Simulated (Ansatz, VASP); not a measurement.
## Two plane-wave programs on NaCl

```
CELL_PARAMETERS angstrom
0.00000 2.80379 2.80379
2.80379 0.00000 2.80379
2.80379 2.80379 0.00000
ATOMIC_POSITIONS crystal
Na 0.00000 0.00000 0.00000
Cl 0.50000 0.50000 0.50000
```

Alike in both runs: task single point; functional r2SCAN; k mesh 10 × 10 × 10; occupations fermi-dirac, width 0.02 eV; no spin polarisation.

|  | VASP | Ansatz |
| --- | --- | --- |
| version | VASP 6.6.1 | Ansatz 0.2.0 |
| potentials or method | VASP PAW PBE potentials, release 64 (Na_pv, Cl), cutoff 520 eV | PAW plane waves |
| valence electrons in the cell | 14 | 16 |

VASP gave:

- gap on the k mesh at the Fermi level (eV): 5.99
- pressure (GPa): -0.2

**Question.** Which values does Ansatz return?

**Answer.** gap on the k mesh at the Fermi level (eV): 5.97; pressure (GPa): 0.0.

VASP's potentials were made for PBE, not for r2SCAN. The functional is the same, so the differences come from potentials, cutoffs and numerics. VASP's potentials hold 14 valence electrons a cell and Ansatz's 16, so a difference there can come from the potentials and not from the codes.
